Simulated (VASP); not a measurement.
# BN (P6_3mc) in VASP: notebook, part 3 of 3

VASP 6.6.1. Earlier steps stand in the parts before.

### 5 Single point, r2SCAN (strain +0.0450 x Voigt [1, 1, 0, 0, 0, 0])

POSCAR

```
BN
1.0
    2.6584450168      0.0000000000      0.0000000000
   -1.3292225084      2.3022809191      0.0000000000
    0.0000000000      0.0000000000      4.2077449317
B N
2 2
Direct
    0.6666666667      0.3333333333      0.9997995909
    0.3333333333      0.6666666667      0.4997995909
    0.6666666667      0.3333333333      0.6252004091
    0.3333333333      0.6666666667      0.1252004091
```

INCAR.step1

```
SYSTEM = BN
PREC = Accurate ; ENCUT = 520
ISMEAR = 0 ; SIGMA = 0.05
LREAL = .False. ; LASPH = .True.
NELM = 80 ; NBANDS = 16
GGA = PE ; ALGO = Normal
EDIFF = 1E-4 ; LWAVE = .True.
LCHARG = .False.
```

INCAR.step2

```
SYSTEM = BN
PREC = Accurate ; ENCUT = 520
EDIFF = 1E-7 ; ISMEAR = 0
SIGMA = 0.05 ; LREAL = .False.
LASPH = .True. ; NELM = 80
ALGO = Normal ; ISIF = 2
LWAVE = .False. ; LCHARG = .False.
METAGGA = R2SCAN ; LMIXTAU = .True.
NBANDS = 16 ; ISTART = 1
```

KPOINTS

```
regular mesh
0
Gamma
  12 12 6
  0 0 0
```

Potentials or basis: VASP PAW PBE potentials, release 64 (B, N).

Run with:

```
cat potpaw_PBE.64/B/POTCAR potpaw_PBE.64/N/POTCAR > POTCAR
cp INCAR.step1 INCAR
mpirun -np 1 vasp_std > vasp.out
cp INCAR.step2 INCAR
mpirun -np 1 vasp_std > vasp.out
```

OUTCAR:

```text
SYSTEM = BN
   PREC = Accurate
   ENCUT = 520
   EDIFF = 1E-7
   ISMEAR = 0
   LREAL = .False.
   LASPH = .True.
   NELM = 80
   ISIF = 2
   METAGGA = R2SCAN
   ISTART = 1

 ion  position               nearest neighbor table
   1  0.667  0.333  1.000-   3 1.58   4 1.62   4 1.62   4 1.62
   2  0.333  0.667  0.500-   4 1.58   3 1.62   3 1.62   3 1.62
   3  0.667  0.333  0.625-   1 1.58   2 1.62   2 1.62   2 1.62
   4  0.333  0.667  0.125-   2 1.58   1 1.62   1 1.62   1 1.62

  LATTYP: Found a hexagonal cell.
 ALAT       =     2.6584450168
 C/A-ratio  =     1.5827842611

[... 649 lines left out ...]

 [... further k-points ...]
[... 5 lines left out ...]
  --------------------------------------------------------------------------------------
  -------------------------------------------------------------------------------------
  Total       -6.3500344     -6.3500344     -0.6015382      0.0000000      0.0000000      0.0000000
  in kB     -395.0492657   -395.0492657    -37.4229825      0.0000000      0.0000000      0.0000000
  external PRESSURE =    -275.8405046 kB  Pullay stress =       0.0000000 kB

 VOLUME and BASIS-vectors are now :
 -----------------------------------------------------------------------------
  energy-cutoff  :      520.00
  volume of cell :       25.75
      direct lattice vectors                 reciprocal lattice vectors
     2.658445017  0.000000000  0.000000000     0.376159745  0.217175930  0.000000000
    -1.329222508  2.302280919  0.000000000     0.000000000  0.434351860  0.000000000
     0.000000000  0.000000000  4.207744932     0.000000000  0.000000000  0.237656991

 POSITION                                       TOTAL-FORCE (eV/Angst)
 -----------------------------------------------------------------------------------
      1.32922      0.76743      4.20690         0.000000      0.000000     -0.043555
     -0.00000      1.53485      2.10303         0.000000     -0.000000     -0.043555
      1.32922      0.76743      2.63068        -0.000000      0.000000      0.043555
     -0.00000      1.53485      0.52681         0.000000     -0.000000      0.043555
 -----------------------------------------------------------------------------------
    total drift:                               -0.000000     -0.000000      0.002502

  FREE ENERGIE OF THE ION-ELECTRON SYSTEM (eV)
  ---------------------------------------------------
  free  energy   TOTEN  =       -37.9886950341 eV

  energy  without entropy=      -37.9886950341  energy(sigma->0) =      -37.98869503
```

OUTCAR.step1:

```text
SYSTEM = BN
   PREC = Accurate
   ENCUT = 520
   ISMEAR = 0
   LREAL = .False.
   LASPH = .True.
   NELM = 80
[... 687 lines left out ...]
     -0.00000      1.53485      2.10303        -0.000000     -0.000000      0.005710
      1.32922      0.76743      2.63068         0.000000     -0.000000     -0.005710
     -0.00000      1.53485      0.52681        -0.000000      0.000000     -0.005710
 -----------------------------------------------------------------------------------
    total drift:                               -0.000000     -0.000000     -0.000361

  FREE ENERGIE OF THE ION-ELECTRON SYSTEM (eV)
  ---------------------------------------------------
  free  energy   TOTEN  =       -34.6047304053 eV

  energy  without entropy=      -34.6047304053  energy(sigma->0) =      -34.60473041
```

OSZICAR.step1:

```text
N       E                     dE             d eps       ncg     rms          rms(c)
DAV:   1     0.359811330211E+02    0.35981E+02   -0.81523E+03  2432   0.959E+02
DAV:   2    -0.340066428074E+02   -0.69988E+02   -0.65746E+02  3488   0.221E+02
DAV:   3    -0.363201370072E+02   -0.23135E+01   -0.23081E+01  2816   0.369E+01
DAV:   4    -0.363263075874E+02   -0.61706E-02   -0.61699E-02  2824   0.218E+00
DAV:   5    -0.363263267269E+02   -0.19139E-04   -0.19139E-04  2664   0.111E-01    0.889E+00
DAV:   6    -0.347161755245E+02    0.16102E+01   -0.21977E+00  3104   0.135E+01    0.412E+00
DAV:   7    -0.346277326503E+02    0.88443E-01   -0.27051E-01  2976   0.421E+00    0.261E+00
DAV:   8    -0.346058252930E+02    0.21907E-01   -0.50855E-02  2840   0.177E+00    0.261E-01
DAV:   9    -0.346044081040E+02    0.14172E-02   -0.19796E-03  2896   0.520E-01    0.117E-01
DAV:  10    -0.346047198858E+02   -0.31178E-03   -0.56991E-04  2824   0.183E-01    0.266E-02
DAV:  11    -0.346047304053E+02   -0.10520E-04   -0.30074E-05  1560   0.558E-02
   1 F= -.34604730E+02 E0= -.34604730E+02  d E =-.469753E-17
```

Wall time 64 s (1 thread of Intel Xeon 6975P-C, shared host); peak memory 0.15 GiB.

What came out:

```
Free energy            : -37.9887 eV
Pressure               : -27.6 GPa
Largest force          : 0.044 eV/Å
Band gap on the k mesh : 5.95 eV, indirect (least direct gap 8.14 eV)
```

Forces on the atoms (eV/Å):
```
B    0.000  0.000 -0.044
B    0.000  0.000 -0.044
N    0.000  0.000  0.044
N    0.000  0.000  0.044
```

Caveat: the cell differs from its parent crystal (strain +0.0450 x Voigt [1, 1, 0, 0, 0, 0]); the PAW data sets were made with another functional, which shifts forces and pressure a little. A k mesh can miss the band edges.

### 6 Single point, r2SCAN (strain +0.0525 x Voigt [1, 1, 0, 0, 0, 0])

Changes to POSCAR since step 5:

```diff
@@ -2,4 +2,4 @@
 1.0
-    2.6584450168      0.0000000000      0.0000000000
-   -1.3292225084      2.3022809191      0.0000000000
+    2.6775247657      0.0000000000      0.0000000000
+   -1.3387623828      2.3188044663      0.0000000000
     0.0000000000      0.0000000000      4.2077449317
```

INCAR.step1

```
SYSTEM = BN
ALGO = Normal
EDIFF = 1E-4
ENCUT = 520
GGA = PE
ISMEAR = 0
LASPH = .True.
LCHARG = .False.
LREAL = .False.
LWAVE = .True.
NBANDS = 16
NELM = 60
PREC = Accurate
SIGMA = 0.05
```

INCAR.step2

```
SYSTEM = BN
ALGO = Normal
EDIFF = 1E-7
ENCUT = 520
ISIF = 2
ISMEAR = 0
ISTART = 1
LASPH = .True.
LCHARG = .False.
LMIXTAU = .True.
LREAL = .False.
LWAVE = .False.
METAGGA = R2SCAN
NBANDS = 16
NELM = 60
PREC = Accurate
SIGMA = 0.05
```

KPOINTS

```
k-points
0
Gamma
  12 12 6
  0 0 0
```

Potentials or basis: VASP PAW PBE potentials, release 64 (B, N).

Run with:

```
cat potpaw_PBE.64/B/POTCAR potpaw_PBE.64/N/POTCAR > POTCAR
cp INCAR.step1 INCAR
mpirun -np 1 vasp_std > vasp.out
cp INCAR.step2 INCAR
mpirun -np 1 vasp_std > vasp.out
```

Run time: 70 s. Hardware: 1 thread of Intel Xeon 6975P-C, shared host; peak memory 0.15 GiB.

Results (log left out):

```
Free energy            : -37.8922 eV
Pressure               : -31.2 GPa
Largest force          : 0.068 eV/Å
Band gap on the k mesh : 5.98 eV, indirect (least direct gap 7.98 eV)
```

Forces on the atoms (eV/Å):
```
B    0.000  0.000 -0.068
B    0.000  0.000 -0.068
N    0.000  0.000  0.068
N    0.000  0.000  0.068
```

Stress tensor (GPa, compression positive):
```
-44.60   0.00   0.00
  0.00 -44.60   0.00
  0.00   0.00  -4.44
```

Levels at points of the mesh, in eV from the valence-band top:
| k point | band 5 | band 6 | band 7 | band 8 | band 9 | band 10 | band 11 | band 12 |
| --- | --- | --- | --- | --- | --- | --- | --- | --- |
| (0.00, 0.00, 0.00) | -2.37 | -0.18 | 0.00 | 0.00 | 7.98 | 8.19 | 8.19 | 9.40 |
| (0.50, 0.00, 0.00) | -6.72 | -4.96 | -4.18 | -1.78 | 6.37 | 8.52 | 10.47 | 11.02 |
| (0.00, 0.00, 0.50) | -1.32 | -1.32 | -1.32 | -1.32 | 8.48 | 8.48 | 9.81 | 9.81 |
| (0.50, 0.00, 0.50) | -3.63 | -3.63 | -3.17 | -3.17 | 6.81 | 6.81 | 10.37 | 10.37 |

Caveat: the cell differs from its parent crystal (strain +0.0525 x Voigt [1, 1, 0, 0, 0, 0]); the PAW data sets were made with another functional, which shifts forces and pressure a little. A k mesh can miss the band edges.

### 7 Single point, r2SCAN (strain +0.0600 x Voigt [1, 1, 0, 0, 0, 0])

Changes to POSCAR since step 6:

```diff
@@ -2,4 +2,4 @@
 1.0
-    2.6775247657      0.0000000000      0.0000000000
-   -1.3387623828      2.3188044663      0.0000000000
+    2.6966045146      0.0000000000      0.0000000000
+   -1.3483022573      2.3353280136      0.0000000000
     0.0000000000      0.0000000000      4.2077449317
```

INCAR.step1

```
  PREC = Accurate
  ENCUT = 520
  ISMEAR = 0
  SIGMA = 0.05
  LREAL = F
  LASPH = T
  NELM = 100
  NBANDS = 16
  GGA = PE
  ALGO = Normal
  EDIFF = 1E-4
  LWAVE = T
  LCHARG = F
```

INCAR.step2

```
  PREC = Accurate
  ENCUT = 520
  EDIFF = 1E-6
  ISMEAR = 0
  SIGMA = 0.05
  LREAL = F
  LASPH = T
  NELM = 100
  ALGO = Normal
  ISIF = 2
  LWAVE = F
  LCHARG = F
  METAGGA = R2SCAN
  LMIXTAU = T
  NBANDS = 16
  ISTART = 1
```

KPOINTS

```
Automatic mesh
0
Gamma
  12 12 6
```

Run with:

```
cat potpaw_PBE.64/B/POTCAR potpaw_PBE.64/N/POTCAR > POTCAR
cp INCAR.step1 INCAR
mpirun -np 1 vasp_std > vasp.out
cp INCAR.step2 INCAR
mpirun -np 1 vasp_std > vasp.out
```

Run time: 68 s. Hardware: 1 thread of Intel Xeon 6975P-C, shared host; peak memory 0.15 GiB.

It converged, with:

```
Free energy            : -37.7836 eV
Pressure               : -34.6 GPa
Largest force          : 0.098 eV/Å
Band gap on the k mesh : 6.00 eV, indirect (least direct gap 7.69 eV)
```

Forces on the atoms (eV/Å):
```
B    0.000  0.000 -0.098
B    0.000  0.000 -0.098
N    0.000  0.000  0.098
N    0.000  0.000  0.098
```

Stress tensor (GPa, compression positive):
```
-49.29   0.00   0.00
  0.00 -49.29   0.00
  0.00   0.00  -5.12
```

Levels at points of the mesh, in eV from the valence-band top:
```tsv
k point	band 6	band 7	band 8	band 9	band 10	band 11
(0.00, 0.00, 0.00)	-0.19	0.00	0.00	7.69	8.07	8.07
(0.50, 0.00, 0.00)	-4.93	-4.13	-1.73	6.24	8.48	10.35
(0.00, 0.00, 0.50)	-1.33	-1.33	-1.33	8.24	8.24	9.70
(0.50, 0.00, 0.50)	-3.60	-3.10	-3.10	6.74	6.74	10.33
```

Caveat: the cell differs from its parent crystal (strain +0.0600 x Voigt [1, 1, 0, 0, 0, 0]); the PAW data sets were made with another functional, which shifts forces and pressure a little. A k mesh can miss the band edges.

### 8 Overview

```csv
cell,gap on the mesh (eV),pressure (GPa),largest force (eV/Å)
"a = 2.506, b = 2.506, c = 4.208 Å, angles 90.0, 90.0, 120.0°, 4 atoms",5.62,13.8,0.04
"a = 2.582, b = 2.582, c = 4.208 Å, angles 90.0, 90.0, 120.0°, 4 atoms",5.81,-9.9,0.01
"a = 2.620, b = 2.620, c = 4.208 Å, angles 90.0, 90.0, 120.0°, 4 atoms",5.88,-19.4,0.01
"a = 2.658, b = 2.658, c = 4.208 Å, angles 90.0, 90.0, 120.0°, 4 atoms",5.95,-27.6,0.04
"a = 2.678, b = 2.678, c = 4.208 Å, angles 90.0, 90.0, 120.0°, 4 atoms",5.98,-31.2,0.07
"a = 2.697, b = 2.697, c = 4.208 Å, angles 90.0, 90.0, 120.0°, 4 atoms",6.00,-34.6,0.10
```

Alike in all rows: task single point; level r2SCAN; potentials or basis VASP PAW PBE potentials, release 64 (B, N); no spin polarisation; k mesh 12 × 12 × 6; cutoff (eV) 520; smearing gaussian 0.05 eV.

Caveats: the PAW data sets were made with another functional, which shifts forces and pressure a little.

Total energies depend on the potentials used, so only differences within one code and one set of settings carry meaning.
